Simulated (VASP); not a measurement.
# SnO2 (I4/m) in VASP: single point with r2SCAN

Aim: the single point of SnO2 with r2SCAN.

Program: VASP 6.6.1. These are calculated values, not measurements. Logs are shortened: lines on timing, memory, paths and dates and some standing lists are left out, and cuts for length are marked.

## Step 1: The cell of the first run

Symmetry: I4/m, No. 87, tetragonal system. Conventional cell: a = 10.650 Å, b = 10.650 Å, c = 3.190 Å, α = 90.00°, β = 90.00°, γ = 90.00°. Within 2.7 Å of Sn (site symmetry m) lie 6 O at 2.05 to 2.10 Å. O (site symmetry m) has 3 Sn at 2.05 to 2.08 Å and 1 O at 2.65 Å within 2.7 Å. Within 2.7 Å of O (site symmetry m) lie 3 Sn at 2.08 to 2.10 Å and 3 O at 2.65 to 2.69 Å.

## Step 2: Single point, r2SCAN

POSCAR

```
SnO2
1.0
   -5.3251236480      5.3251236480      1.5947813795
    5.3251236480     -5.3251236480      1.5947813795
    5.3251236480      5.3251236480     -1.5947813795
Sn O
4 8
Direct
    0.3492365436      0.1658491564      0.5150857000
    0.8341508436      0.3492365436      0.1833873872
    0.1658491564      0.6507634564      0.8166126128
    0.6507634564      0.8341508436      0.4849143000
    0.1599849536      0.4587877018      0.6187726554
    0.5412122982      0.1599849536      0.7011972517
    0.4587877018      0.8400150464      0.2988027483
    0.8400150464      0.5412122982      0.3812273446
    0.8434669490      0.7904510172      0.6339179662
    0.2095489828      0.8434669490      0.0530159318
    0.1565330510      0.2095489828      0.3660820338
    0.7904510172      0.1565330510      0.9469840682
```

INCAR.step1

```
PREC = Accurate ; ENCUT = 520
ISMEAR = 0 ; SIGMA = 0.1
LREAL = False ; LASPH = True
NELM = 60 ; NBANDS = 64
GGA = PE ; ALGO = Normal
EDIFF = 1E-4 ; LWAVE = True
LCHARG = False
```

INCAR.step2

```
PREC = Accurate ; ENCUT = 520
EDIFF = 1E-7 ; ISMEAR = 0
SIGMA = 0.1 ; LREAL = False
LASPH = True ; NELM = 60
ALGO = Normal ; ISIF = 2
LWAVE = False ; LCHARG = True
METAGGA = R2SCAN ; LMIXTAU = True
LELF = True ; LVHAR = True
NBANDS = 64 ; ISTART = 1
```

KPOINTS

```
regular mesh
0
Gamma
  6 6 6
```

Potentials or basis: VASP PAW PBE potentials, release 64 (Sn_d, O).

Launch:

```console
> cat potpaw_PBE.64/Sn_d/POTCAR potpaw_PBE.64/O/POTCAR > POTCAR
> cp INCAR.step1 INCAR
> mpirun -np 1 vasp_std > vasp.out
> cp INCAR.step2 INCAR
> mpirun -np 1 vasp_std > vasp.out
```

OUTCAR:

```text
PREC = Accurate
   ENCUT = 520
   EDIFF = 1E-7
   ISMEAR = 0
   LREAL = False
   LASPH = True
   NELM = 60
   ISIF = 2
   METAGGA = R2SCAN
   ISTART = 1

 ion  position               nearest neighbor table
   1  0.349  0.166  0.515-   6 2.05   9 2.08   9 2.08   8 2.08   8 2.08  11 2.10   4 3.20   4 3.20
                             3 3.73   2 3.73   3 3.73   2 3.73
   2  0.834  0.349  0.183-   8 2.05  10 2.08  10 2.08   7 2.08   7 2.08  12 2.10   3 3.20   3 3.20
                             4 3.73   1 3.73   4 3.73   1 3.73
   3  0.166  0.651  0.817-   5 2.05  12 2.08  12 2.08   6 2.08   6 2.08  10 2.10   2 3.20   2 3.20
                             1 3.73   4 3.73   1 3.73   4 3.73
   4  0.651  0.834  0.485-   7 2.05  11 2.08  11 2.08   5 2.08   5 2.08   9 2.10   1 3.20   1 3.20
                             3 3.73   2 3.73   2 3.73   3 3.73
   5  0.160  0.459  0.619-   3 2.05   4 2.08   4 2.08
   6  0.541  0.160  0.701-   1 2.05   3 2.08   3 2.08
   7  0.459  0.840  0.299-   4 2.05   2 2.08   2 2.08
   8  0.840  0.541  0.381-   2 2.05   1 2.08   1 2.08
   9  0.843  0.790  0.634-   1 2.08   1 2.08   4 2.10
  10  0.210  0.843  0.053-   2 2.08   2 2.08   3 2.10
  11  0.157  0.210  0.366-   4 2.08   4 2.08   1 2.10
  12  0.790  0.157  0.947-   3 2.08   3 2.08   2 2.10

  LATTYP: Found a body centered tetragonal cell.
 ALAT       =    10.6502472960
 C/A-ratio  =     0.2994825069

  Lattice vectors:

 A1 = (  -5.3251236480,   5.3251236480,   1.5947813795)
 A2 = (   5.3251236480,  -5.3251236480,   1.5947813795)
 A3 = (   5.3251236480,   5.3251236480,  -1.5947813795)

Analysis of symmetry for initial positions (statically):
=====================================================================
 Subroutine PRICEL returns:
 Original cell was already a primitive cell.

 Routine SETGRP: Setting up the symmetry group for a
 body centered tetragonal supercell.

 Subroutine GETGRP returns: Found  8 space group operations
 (whereof  8 operations were pure point group operations)
 out of a pool of 16 trial point group operations.

The static configuration has the point symmetry C_4h.

Analysis of symmetry for dynamics (positions and initial velocities):
=====================================================================
 Subroutine PRICEL returns:
 Original cell was already a primitive cell.

 Routine SETGRP: Setting up the symmetry group for a
 body centered tetragonal supercell.

 Subroutine GETGRP returns: Found  8 space group operations
[... 135 lines left out ...]
   NUPDOWN=      -1.0000    fix difference up-down
   EMIN   =  10.00;   EMAX   =-10.00  energy-range for DOS
   EFERMI =   0.00;   METHOD = LEGACY
   ISMEAR =     0;   SIGMA  =   0.10  broadening in eV -4-tet -1-fermi 0-gaus
   EFERMI_NEDOS =   21; number of points for ismear=-14 and -15
   IALGO  =     38    algorithm
   IMIX   =      4    mixing-type and parameters
     AMIX     =   0.40;   BMIX     =  1.00
     AMIX_MAG =   1.60;   BMIX_MAG =  1.00
  volume/ion in A,a.u.               =      15.07       101.73
  Fermi-wavevector in a.u.,A,eV,Ry     =   1.361275  2.572436 25.212531  1.853069
  Thomas-Fermi vector in A             =   2.487865
   LORBIT       =      0    0 simple, 1 ext, 2 COOP (PROOUT), +10 PAW based schemes
   METAGGA = R2SCAN    functional components
   LHFCALC =     F    Hartree Fock is set to
   AEXX    =    0.0000 exact exchange contribution
   IVDW    =     0    specifies the selected vdW correction
   LEPSILON=     F    determine dielectric tensor
   LRPA    =     F    only Hartree local field effects (RPA)
 non-spin polarized calculation
 Gauss-broadening in eV      SIGMA  =   0.10
  energy-cutoff  :      520.00
  volume of cell :      180.89
 maximum number of plane-waves:      4897
 NGX is ok and might be reduce to    60
   NGX = 29   NGY = 29   NGZ = 29

 number of electron     104.0000016 magnetization

 Free energy of the ion-electron system (eV)
  ---------------------------------------------------
  ext. energy  EPLUGINS =         0.00000000
  ---------------------------------------------------
  free energy    TOTEN  =      -167.93816276 eV

  energy without entropy =     -167.93816276  energy(sigma->0) =     -167.93816276

 E-fermi :   2.8383     XC(G=0): -10.1264

 val. band max:        2.3952223277   @ k =   0.5000   0.5000   0.5000
 cond. band min:       5.0233043378   @ k =   0.0000   0.0000   0.0000
 fundamental gap:      2.6280820101
 Fermi energy:         2.8382881353

 k-point     1 :       0.0000    0.0000    0.0000
  band No.  band energies     occupation
      1     -18.7865      2.00000
      2     -18.7865      2.00000
      3     -18.5890      2.00000
      4     -18.0486      2.00000
      5     -17.8651      2.00000
      6     -17.8136      2.00000
[... 1597 lines left out ...]
     63      13.3913      0.00000
     64      13.7942      0.00000

 [... further k-points ...]

------------------------ aborting loop because EDIFF is reached ----------------------------------------

  FORCE on cell =-STRESS in cart. coord.  units (eV):
  Direction    XX          YY          ZZ          XY          YZ          ZX
  --------------------------------------------------------------------------------------
  -------------------------------------------------------------------------------------
  Total        0.9708722      0.9708722      1.5040204      0.0000075      0.0000000      0.0000000
  in kB        8.5990821      8.5990821     13.3212132      0.0000662      0.0000000      0.0000000
  external PRESSURE =      10.1731258 kB  Pullay stress =       0.0000000 kB

 VOLUME and BASIS-vectors are now :
 -----------------------------------------------------------------------------
  energy-cutoff  :      520.00
  volume of cell :      180.89
      direct lattice vectors                 reciprocal lattice vectors
    -5.325123648  5.325123648  1.594781380     0.000000000  0.093894533  0.313522597
     5.325123648 -5.325123648  1.594781380     0.093894533  0.000000000  0.313522597
     5.325123648  5.325123648 -1.594781380     0.093894533  0.093894533  0.000000000

 POSITION                                       TOTAL-FORCE (eV/Angst)
 -----------------------------------------------------------------------------------
      1.76633      3.71946      0.00000         0.017455      0.045104      0.000000
     -1.60567      3.55879      1.59478         0.045104     -0.017455     -0.000000
      6.93079      1.76633      0.00000        -0.045104      0.017455      0.000000
      3.55879      1.60567      1.59478        -0.017455     -0.045104      0.000000
      4.88620      1.70388      0.00000         0.062542     -0.013609      0.000000
      1.70388      5.76404      0.00000        -0.013609     -0.062542      0.000000
      3.62124     -0.43892      1.59478         0.013609      0.062542     -0.000000
      0.43892      3.62124      1.59478        -0.062542      0.013609     -0.000000
      3.09338      3.65801      1.59478         0.057767      0.051047     -0.000000
      3.65801     -3.09338      1.59478         0.051047     -0.057767      0.000000
      2.23175      1.66712      0.00000        -0.057767     -0.051047      0.000000
      1.66712      8.41850     -0.00000        -0.051047      0.057767     -0.000000
 -----------------------------------------------------------------------------------
    total drift:                               -0.000000     -0.000000      0.000000

  FREE ENERGIE OF THE ION-ELECTRON SYSTEM (eV)
  ---------------------------------------------------
  free  energy   TOTEN  =      -167.9381627603 eV

  energy  without entropy=     -167.9381627603  energy(sigma->0) =     -167.93816276
```

Run time: 1.5 h. Hardware: 1 thread of Oxide Virtual Turin-like, shared host; peak memory 0.68 GiB.

What came out:

```yaml
Free_energy: -167.9382 eV
Pressure: 1.0 GPa
Largest_force: 0.077 eV/Å
Band_gap_on_the_k_mesh: 2.63 eV (least direct gap 2.83 eV)
```

Forces in eV/Å, atoms in the order of the input:
```
Sn   0.017  0.045  0.000
Sn   0.045 -0.017  0.000
Sn  -0.045  0.017  0.000
Sn  -0.017 -0.045  0.000
O    0.063 -0.014  0.000
O   -0.014 -0.063  0.000
O    0.014  0.063  0.000
O   -0.063  0.014  0.000
O    0.058  0.051  0.000
O    0.051 -0.058  0.000
O   -0.058 -0.051  0.000
O   -0.051  0.058  0.000
```

Caveat: the PAW data sets were made with another functional, which shifts forces and pressure a little; spin-orbit coupling is left out, which moves the levels of the heavy elements. A k mesh can miss the band edges.
